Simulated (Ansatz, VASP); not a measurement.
Sr in VASP and in Ansatz

```
CELL_PARAMETERS angstrom
10.98763 0.00000 0.00000
-5.49381 9.51557 0.00000
0.00000 0.00000 4.42111
ATOMIC_POSITIONS crystal
Sr 0.00000 0.00000 0.00000
```

Alike in both runs: task single point; functional PBE; dispersion D3(BJ); k mesh 6 × 6 × 8; occupations gaussian, width 0.03 eV; no spin polarisation.

|  | VASP | Ansatz |
| --- | --- | --- |
| version | VASP 6.6.1 | Ansatz 0.2.0 |
| potentials or method | VASP PAW PBE potentials, release 64 (Sr_sv), cutoff 520 eV | scalar-relativistic, plane waves, PAW |
| valence electrons in the cell | 10 | 10 |

Ansatz gave:

| Item | Value |
| --- | --- |
| gap on the k mesh at the Fermi level (eV) | 0.30 |
| least direct gap on the mesh (eV) | 0.31 |
| pressure (GPa) | 0.1 |
| traceless stress, the component that is largest in VASP (GPa) | 0.14 |

Problem. What did VASP give for the same quantities?

Solution. gap on the k mesh at the Fermi level (eV): 0.31; least direct gap on the mesh (eV): 0.32; pressure (GPa): 0.1; traceless stress, the component that is largest in VASP (GPa): 0.14.
